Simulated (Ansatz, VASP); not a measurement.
## WC in VASP and in Ansatz

```
CELL_PARAMETERS angstrom
2.91284 0.00000 0.00000
-1.45642 2.52259 0.00000
0.00000 0.00000 2.83618
ATOMIC_POSITIONS crystal
W 0.00000 0.00000 0.00000
C 0.66667 0.33333 0.50000
```

Alike in both runs: functional r2SCAN; k mesh 12 × 12 × 11; occupations fermi-dirac, width 0.1 eV; no spin polarisation.

Ansatz relaxed the structure, and its values are those at the end. VASP's run is a single point on that final structure, the one shown.

```csv
,VASP,Ansatz
version,VASP 6.6.1,Ansatz 0.2.0
potentials or method,"VASP PAW PBE potentials, release 64 (W_sv, C), cutoff 520 eV",PAW plane waves
valence electrons in the cell,18,18
```

```csv
,VASP,Ansatz,Ansatz less VASP
gap on the k mesh at the Fermi level (eV),none,none,-
pressure (GPa),1.7,0.0,-1.70
```

VASP's potentials were made for PBE, not for r2SCAN. A gap of «none» marks a metal or a gap that the smearing closes. The functional is the same, so the differences come from potentials, cutoffs and numerics.

Spin-orbit coupling is off throughout.
